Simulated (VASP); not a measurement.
Wanted: the native input for a VASP 6.6.1 run.

```yaml
Task: single point
Functional: r2SCAN
Potentials_or_basis: VASP PAW PBE potentials, release 64 (Zn, O)
Cutoff: 520 eV
k_mesh: 12 × 12 × 6
Occupations: gaussian, width 0.01 eV
Spin: no spin polarisation
Dipole_correction: no
Further_INCAR_settings: ALGO = Normal; EDIFF = 1e-07; NBANDS = 26
```

The system is ZnO.

```
Zn O
1.0
     3.31622    0.00000    0.00000
    -1.65811    2.87193    0.00000
     0.00000    0.00000    5.34123
Zn O
2 2
Direct
  0.33333 0.66667 0.99765
  0.66667 0.33333 0.49765
  0.33333 0.66667 0.37735
  0.66667 0.33333 0.87735
```

This cell differs from its parent crystal: strain +2.5%.

One way to write it, as run:

POSCAR

```
ZnO
1.0
    3.3162243829      0.0000000000      0.0000000000
   -1.6581121915      2.8719345603      0.0000000000
    0.0000000000      0.0000000000      5.3412256183
Zn O
2 2
Direct
    0.3333333333      0.6666666667     -0.0023477534
    0.6666666667      0.3333333333      0.4976522466
    0.3333333333      0.6666666667      0.3773477534
    0.6666666667      0.3333333333      0.8773477534
```

INCAR.step1

```
SYSTEM = ZnO
PREC = Accurate
ENCUT = 520
ISMEAR = 0
SIGMA = 0.01
LREAL = .False.
LASPH = .True.
NELM = 100
NBANDS = 26
GGA = PE
ALGO = Normal
EDIFF = 1E-4
LWAVE = .True.
LCHARG = .False.
```

INCAR.step2

```
SYSTEM = ZnO
PREC = Accurate
ENCUT = 520
EDIFF = 1E-7
ISMEAR = 0
SIGMA = 0.01
LREAL = .False.
LASPH = .True.
NELM = 100
ALGO = Normal
ISIF = 2
LWAVE = .False.
LCHARG = .True.
METAGGA = R2SCAN
LMIXTAU = .True.
LELF = .True.
LVHAR = .True.
NBANDS = 26
ISTART = 1
```

KPOINTS

```
regular mesh
0
Gamma
  12 12 6
  0 0 0
```

Potentials or basis: VASP PAW PBE potentials, release 64 (Zn, O).

Command:

```sh
$ cat potpaw_PBE.64/Zn/POTCAR potpaw_PBE.64/O/POTCAR > POTCAR
$ cp INCAR.step1 INCAR
$ mpirun -np 1 vasp_std > vasp.out
$ cp INCAR.step2 INCAR
$ mpirun -np 1 vasp_std > vasp.out
```

Results of the run:

- Pressure: -8.7 GPa
- Band gap on the k mesh: 1.12 eV

Caveat: the cell differs from its parent crystal (strain +2.5%); the cell stands under tension; the PAW data sets were made with another functional, which shifts forces and pressure a little.

It took 12 min on 1 thread of Intel Xeon 8259CL, with other jobs on the host, peak memory 0.24 GiB.
